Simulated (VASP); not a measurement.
# KNbAl4 (F-43m) in VASP: notebook

KNbAl4 is run at these levels: PBE; tasks: relaxation of cell and atoms, single point.

All numbers are computed with VASP 6.6.1; they aren't measurements. Logs are shortened: lines on timing, memory, paths and dates and some standing lists are left out, and cuts for length are marked.

## (1) The cell of the first run

It takes space group F-43m (No. 216, cubic). Conventional cell: a = 7.505 Å, b = 7.505 Å, c = 7.505 Å, α = 90.00°, β = 90.00°, γ = 90.00°. K (site symmetry -43m) has 12 Al at 3.11 Å and 4 Nb at 3.25 Å within 4.1 Å. Al (site symmetry 3m) has 6 Al at 2.63 to 2.67 Å and 3 Nb at 3.11 Å and 3 K at 3.11 Å within 3.5 Å. Nb (site symmetry -43m) has 12 Al at 3.11 Å and 4 K at 3.25 Å within 4.1 Å.

## (2) Relaxation of cell and atoms, PBE

Input file INCAR:

```
PREC = Accurate
ENCUT = 600
EDIFF = 1E-7
ISMEAR = 0
SIGMA = 0.1
LREAL = False
LASPH = True
NELM = 80
ALGO = Normal
ISIF = 3
LWAVE = False
LCHARG = False
GGA = PE
IBRION = 2
NSW = 90
EDIFFG = -0.04
```

Input file KPOINTS:

```
regular mesh
0
Gamma
  4 4 4
```

Input file POSCAR:

```
KNbAl4
1.0
    0.0000000000      3.7524195300      3.7524195300
    3.7524195300      0.0000000000      3.7524195300
    3.7524195300      3.7524195300      0.0000000000
K Al Nb
1 4 1
Direct
    0.2500000000      0.2500000000      0.2500000000
    0.6258700000      0.6258700000      0.1223900000
    0.6258700000      0.1223900000      0.6258700000
    0.1223900000      0.6258700000      0.6258700000
    0.6258700000      0.6258700000      0.6258700000
    0.0000000000      0.0000000000      0.0000000000
```

Potentials or basis: VASP PAW PBE potentials, release 64 (K_sv, Al, Nb_sv).

The run is started by

```console
$ cat potpaw_PBE.64/K_sv/POTCAR potpaw_PBE.64/Al/POTCAR potpaw_PBE.64/Nb_sv/POTCAR > POTCAR
$ mpirun -np 1 vasp_std > vasp.out
```

OUTCAR:

```text
PREC = Accurate
   ENCUT = 600
   EDIFF = 1E-7
   ISMEAR = 0
   LREAL = False
   LASPH = True
   NELM = 80
   ISIF = 3
   GGA = PE
   IBRION = 2
   NSW = 90
   EDIFFG = -0.04

 ion  position               nearest neighbor table
   1  0.250  0.250  0.250-   2 3.11   3 3.11   4 3.11   3 3.11   4 3.11   5 3.11   2 3.11   4 3.11
                             5 3.11   2 3.11   3 3.11   5 3.11   6 3.25   6 3.25   6 3.25   6 3.25
   2  0.626  0.626  0.122-   3 2.63   4 2.63   5 2.63   5 2.67   3 2.67   4 2.67   6 3.11   6 3.11
                             6 3.11   1 3.11   1 3.11   1 3.11
   3  0.626  0.122  0.626-   2 2.63   4 2.63   5 2.63   2 2.67   5 2.67   4 2.67   6 3.11   6 3.11
                             6 3.11   1 3.11   1 3.11   1 3.11
   4  0.122  0.626  0.626-   2 2.63   3 2.63   5 2.63   5 2.67   2 2.67   3 2.67   6 3.11   6 3.11
                             6 3.11   1 3.11   1 3.11   1 3.11
   5  0.626  0.626  0.626-   2 2.63   3 2.63   4 2.63   2 2.67   3 2.67   4 2.67   6 3.11   6 3.11
                             6 3.11   1 3.11   1 3.11   1 3.11
   6  0.000  0.000  0.000-   2 3.11   3 3.11   5 3.11   2 3.11   4 3.11   5 3.11   3 3.11   4 3.11
                             5 3.11   2 3.11   3 3.11   4 3.11   1 3.25   1 3.25   1 3.25   1 3.25

  LATTYP: Found a face centered cubic cell.
 ALAT       =     7.5048390600

  Lattice vectors:

 A1 = (   0.0000000000,   3.7524195300,   3.7524195300)
 A2 = (   3.7524195300,   0.0000000000,   3.7524195300)
 A3 = (   3.7524195300,   3.7524195300,   0.0000000000)

Analysis of symmetry for initial positions (statically):
=====================================================================
 Subroutine PRICEL returns:
 Original cell was already a primitive cell.

 Routine SETGRP: Setting up the symmetry group for a
 face centered cubic supercell.

 Subroutine GETGRP returns: Found 24 space group operations
 (whereof 24 operations were pure point group operations)
 out of a pool of 48 trial point group operations.

The static configuration has the point symmetry T_d .

Analysis of symmetry for dynamics (positions and initial velocities):
=====================================================================
 Subroutine PRICEL returns:
 Original cell was already a primitive cell.

 Routine SETGRP: Setting up the symmetry group for a
 face centered cubic supercell.

 Subroutine GETGRP returns: Found 24 space group operations
 (whereof 24 operations were pure point group operations)
 out of a pool of 48 trial point group operations.

The dynamic configuration has the point symmetry T_d .

 Subroutine INISYM returns: Found 24 space group operations
 (whereof 24 operations are pure point group operations),
 and found     1 'primitive' translations

----------------------------------------------------------------------------------------

                                     Primitive cell

  volume of cell :     105.6730

  direct lattice vectors                    reciprocal lattice vectors
     0.000000000  3.752419530  3.752419530    -0.133247361  0.133247361  0.133247361
     3.752419530  0.000000000  3.752419530     0.133247361 -0.133247361  0.133247361
     3.752419530  3.752419530  0.000000000     0.133247361  0.133247361 -0.133247361

  length of vectors
     5.306722591  5.306722591  5.306722591     0.230791199  0.230791199  0.230791199

  position of ions in fractional coordinates (direct lattice)
     0.250000000  0.250000000  0.250000000
     0.625870000  0.625870000  0.122390000
     0.625870000  0.122390000  0.625870000
     0.122390000  0.625870000  0.625870000
     0.625870000  0.625870000  0.625870000
     0.000000000  0.000000000  0.000000000

  ion indices of the primitive-cell ions
   primitive index   ion index
                 1           1
                 2           2
                 3           3
                 4           4
                 5           5
                 6           6

----------------------------------------------------------------------------------------

 KPOINTS: regular mesh

Automatic generation of k-mesh.
 Grid dimensions read from file:
 generate k-points for:    4    4    4

 Generating k-lattice:

  Cartesian coordinates                     Fractional coordinates (reciprocal lattice)
    -0.033311840  0.033311840  0.033311840     0.250000000  0.000000000  0.000000000
     0.033311840 -0.033311840  0.033311840     0.000000000  0.250000000  0.000000000
     0.033311840  0.033311840 -0.033311840     0.000000000  0.000000000  0.250000000

  Length of vectors
     0.057697800  0.057697800  0.057697800

  Shift w.r.t. Gamma in fractional coordinates (k-lattice)
     0.000000000  0.000000000  0.000000000

 Subroutine IBZKPT returns following result:
 ===========================================

 Found      8 irreducible k-points:

 Following reciprocal coordinates:
            Coordinates               Weight
  0.000000  0.000000  0.000000      1.000000
  0.250000  0.000000  0.000000      8.000000
  0.500000  0.000000  0.000000      4.000000
  0.250000  0.250000  0.000000      6.000000
  0.500000  0.250000  0.000000     24.000000
 -0.250000  0.250000  0.000000     12.000000
  0.500000  0.500000  0.000000      3.000000
 -0.250000  0.500000  0.250000      6.000000
   k-points           NKPTS =      8   k-points in BZ     NKDIM =      8   number of bands    NBANDS=     21
   number of dos      NEDOS =    301   number of ions     NIONS =      6
   total plane-waves  NPLWV =  74088
   dimension x,y,z NGX =    42 NGY =   42 NGZ =   42
   dimension x,y,z NGXF=    84 NGYF=   84 NGZF=   84
   ions per type =               1   4   1
   NGX,Y,Z   is equivalent  to a cutoff of  13.16, 13.16, 13.16 a.u.
   NGXF,Y,Z  is equivalent  to a cutoff of  26.32, 26.32, 26.32 a.u.
 SYSTEM =  unknown system
   PREC   = accura    normal or accurate (medium, high low for compatibility)
   ISTART =      0    job   : 0-new  1-cont  2-samecut
   ICHARG =      2    charge: 1-file 2-atom 10-const
   ISPIN  =      1    spin polarized calculation?
   LNONCOLLINEAR =      F non collinear calculations
   LSORBIT =      F    spin-orbit coupling
   LASPH  =      T    aspherical Exc in radial PAW
   ENCUT  =  600.0 eV  44.10 Ry    6.64 a.u.  10.60 10.60 10.60*2*pi/ulx,y,z
   NELM   =     80;   NELMIN=  2; NELMDL= -5     # of ELM steps
   EDIFF  = 0.1E-06   stopping-criterion for ELM
   LREAL  =      F    real-space projection
   EDIFFG = -.4E-01   stopping-criterion for IOM
   NSW    =     90    number of steps for IOM
   IBRION =      2    ionic relax: 0-MD 1-quasi-New 2-CG
   NFREE  =      1    steps in history (QN), initial steepest desc. (CG)
   ISIF   =      3    stress and relaxation
   ISYM   =      2    0-nonsym 1-usesym 2-fastsym
   POTIM  = 0.5000    time-step for ionic-motion
   TEBEG  =    0.0;   TEEND  =   0.0 temperature during run
   PSTRESS=    0.0 pullay stress
   NELECT =      34.0000    total number of electrons
   NUPDOWN=      -1.0000    fix difference up-down
   EMIN   =  10.00;   EMAX   =-10.00  energy-range for DOS
   EFERMI =   0.00;   METHOD = LEGACY
   ISMEAR =     0;   SIGMA  =   0.10  broadening in eV -4-tet -1-fermi 0-gaus
   EFERMI_NEDOS =   21; number of points for ismear=-14 and -15
   IALGO  =     38    algorithm
   IMIX   =      4    mixing-type and parameters
     AMIX     =   0.40;   BMIX     =  1.00
     AMIX_MAG =   1.60;   BMIX_MAG =  1.00
  volume/ion in A,a.u.               =      17.61       118.85
  Fermi-wavevector in a.u.,A,eV,Ry     =   1.121794  2.119883 17.121865  1.258422
  Thomas-Fermi vector in A             =   2.258450
   LORBIT       =      0    0 simple, 1 ext, 2 COOP (PROOUT), +10 PAW based schemes
   GGA     = PE    functional components
   LHFCALC =     F    Hartree Fock is set to
   AEXX    =    0.0000 exact exchange contribution
   IVDW    =     0    specifies the selected vdW correction
   LEPSILON=     F    determine dielectric tensor
   LRPA    =     F    only Hartree local field effects (RPA)
 conjugate gradient relaxation of ions
 non-spin polarized calculation
 Gauss-broadening in eV      SIGMA  =   0.10
  energy-cutoff  :      600.00
  volume of cell :      105.67
 maximum number of plane-waves:      3543
   NGX = 21   NGY = 21   NGZ = 21

--------------------------------------- Ionic step        1  -------------------------------------------

 number of electron      33.9999999 magnetization

 Free energy of the ion-electron system (eV)
  ---------------------------------------------------
  ext. energy  EPLUGINS =         0.00000000
  ---------------------------------------------------
  free energy    TOTEN  =       -24.53129280 eV

  energy without entropy =      -24.50161475  energy(sigma->0) =      -24.51645377

------------------------ aborting loop because EDIFF is reached ----------------------------------------

  FORCE on cell =-STRESS in cart. coord.  units (eV):
  Direction    XX          YY          ZZ          XY          YZ          ZX
  --------------------------------------------------------------------------------------
  -------------------------------------------------------------------------------------
  Total        4.8176594      4.8176594      4.8176594      0.0000000      0.0000000      0.0000000
  in kB       73.0436580     73.0436580     73.0436580      0.0000000      0.0000000      0.0000000
  external PRESSURE =      73.0436580 kB  Pullay stress =       0.0000000 kB
[... 65 lines left out ...]
  energy  without entropy=      -24.6558505553  energy(sigma->0) =      -24.67392836

--------------------------------------- Ionic step        3  -------------------------------------------

 number of electron      34.0000001 magnetization

 Free energy of the ion-electron system (eV)
  ---------------------------------------------------
  ext. energy  EPLUGINS =         0.00000000
  ---------------------------------------------------
  free energy    TOTEN  =       -24.72094234 eV

  energy without entropy =      -24.68670033  energy(sigma->0) =      -24.70382134

 E-fermi :   6.4809     XC(G=0): -10.1691

 val. band max:        6.4739911686   @ k =   0.5000   0.5000   0.0000
 cond. band min:       6.4835599665   @ k =   0.5000   0.0000   0.0000
 fundamental gap:      0.0095687978
 Fermi energy:         6.4808520007

 k-point     1 :       0.0000    0.0000    0.0000
  band No.  band energies     occupation
      1     -48.6739      2.00000
      2     -24.6964      2.00000
      3     -24.6964      2.00000
      4     -24.6964      2.00000
      5     -23.2346      2.00000
      6      -6.9589      2.00000
[... 214 lines left out ...]
  FREE ENERGIE OF THE ION-ELECTRON SYSTEM (eV)
  ---------------------------------------------------
  free  energy   TOTEN  =       -24.7209423450 eV

  energy  without entropy=      -24.6867003319  energy(sigma->0) =      -24.70382134

 reached required accuracy - stopping structural energy minimisation
```

It took 1.7 min on 1 thread of Intel Xeon Platinum 8488C (Sapphire Rapids), shared host; peak memory 0.27 GiB.

Results:

```
Free energy                            : -24.7209 eV
Relaxed volume                         : 19.09 Å³/atom
Relaxed cell                           : a = 5.452 Å, b = 5.452 Å, c = 5.452 Å, α = 60.00°, β = 60.00°, γ = 60.00°
Space group after relaxing (to 0.05 Å) : F-43m (No. 216)
Energy gained by relaxing              : 31.6 meV/atom
Ionic steps                            : 3
Pressure after relaxing                : 0.0 GPa
Largest force after relaxing           : 0.025 eV/Å
Band gap on the k mesh                 : zero (band 17 reaches 6.54 eV, above the bottom of band 18 at 4.71 eV)
```

Forces in eV/Å, atoms in the order of the input:
```
K    0.000  0.000  0.000
Al  -0.014 -0.014  0.014
Al  -0.014  0.014 -0.014
Al   0.014 -0.014 -0.014
Al   0.014  0.014  0.014
Nb   0.000  0.000  0.000
```

The path:
| step | energy change (eV) | largest force (eV/Å) | pressure (GPa) | volume (Å³) |
| --- | --- | --- | --- | --- |
| 1 | 0.0000 | 0.0755 | 7.30 | 105.67 |
| 2 | -0.1607 | 0.0556 | -2.33 | 118.43 |
| 3 | -0.1896 | 0.0247 | 0.02 | 114.56 |

Final structure:
```
CELL_PARAMETERS angstrom
0.00000 3.85484 3.85484
3.85484 0.00000 3.85484
3.85484 3.85484 0.00000
ATOMIC_POSITIONS crystal
K 0.25000 0.25000 0.25000
Al 0.62567 0.62567 0.12299
Al 0.62567 0.12299 0.62567
Al 0.12299 0.62567 0.62567
Al 0.62567 0.62567 0.62567
Nb 0.00000 0.00000 0.00000
```

Caveat: the k points lie up to 0.35 Å⁻¹ apart in the final cell.

## (3) Single point, PBE, collinear spin, ferromagnetic start

This run uses another cell than the first one, of 19.12 Å³/atom, 1.085 times its volume.

Input file INCAR:

```
PREC = Accurate
ENCUT = 520
EDIFF = 1E-6
ISMEAR = 0
SIGMA = 0.1
LREAL = False
LASPH = True
NELM = 150
ALGO = Normal
ISIF = 2
LWAVE = False
LCHARG = False
ISPIN = 2
MAGMOM = 0 0 0 0 0 1
LORBIT = 11
LMAXMIX = 4
GGA = PE
NBANDS = 30
```

KPOINTS is that of step 2.

Input file POSCAR:

```
KNbAl4
1.0
    0.0000000000      3.8563330070      3.8563330070
    3.8563330070      0.0000000000      3.8563330070
    3.8563330070      3.8563330070      0.0000000000
K Al Nb
1 4 1
Direct
    0.7500000000      0.7500000000      0.7500000000
    0.3741896842      0.3741896842      0.3741896842
    0.8774309475      0.3741896842      0.3741896842
    0.3741896842      0.3741896842      0.8774309475
    0.3741896842      0.8774309475      0.3741896842
    0.0000000000      0.0000000000      0.0000000000
```

Potentials or basis: VASP PAW PBE potentials, release 64 (K_sv, Al, Nb_sv).

The run is started by

```console
$ cat potpaw_PBE.64/K_sv/POTCAR potpaw_PBE.64/Al/POTCAR potpaw_PBE.64/Nb_sv/POTCAR > POTCAR
$ mpirun -np 1 vasp_std > vasp.out
```

It took 68 s on 1 thread of Intel Xeon Platinum 8488C (Sapphire Rapids), shared host; peak memory 0.33 GiB.

The run converged. Its results:

* Free energy: -24.7805 eV
* Pressure: 0.4 GPa
* Largest force: 0.027 eV/Å
* Net moment: 1.35 μB per cell
* Site moments: K +0.03; Al -0.01; Nb +0.91 μB
* Valence electrons inside the program's atomic spheres: K 7.70; Al 0.80; Nb 10.48

Forces on the atoms (eV/Å):
```
K    0.000  0.000  0.000
Al   0.016  0.016  0.016
Al   0.016 -0.016 -0.016
Al  -0.016 -0.016  0.016
Al  -0.016  0.016 -0.016
Nb   0.000  0.000  0.000
```

Levels at points of the mesh, in eV from the Fermi level:
Spin up:
| k point | band 15 | band 16 | band 17 | band 18 | band 19 | band 20 | band 21 | band 22 |
| --- | --- | --- | --- | --- | --- | --- | --- | --- |
| (0.00, 0.00, 0.00) | -1.89 | -1.89 | -1.85 | -1.85 | 0.84 | 1.93 | 1.93 | 1.93 |
| (0.50, 0.00, 0.00) | -1.56 | -0.38 | -0.21 | -0.21 | 1.86 | 1.86 | 2.14 | 2.64 |
| (0.50, 0.50, 0.00) | -0.88 | -0.30 | -0.30 | -0.03 | 0.82 | 1.85 | 2.38 | 2.38 |
Spin down:
| k point | band 12 | band 13 | band 14 | band 15 | band 16 | band 17 | band 18 | band 19 | band 20 | band 21 |
| --- | --- | --- | --- | --- | --- | --- | --- | --- | --- | --- |
| (0.00, 0.00, 0.00) | -2.33 | -2.33 | -1.83 | -1.83 | -1.83 | -1.54 | -1.54 | 1.22 | 2.65 | 2.65 |
| (0.50, 0.00, 0.00) | -3.36 | -3.12 | -1.35 | -1.35 | 0.36 | 0.40 | 0.40 | 2.27 | 2.27 | 2.28 |
| (0.50, 0.50, 0.00) | -3.46 | -3.01 | -2.40 | -0.42 | 0.41 | 0.46 | 0.46 | 1.29 | 1.87 | 2.47 |
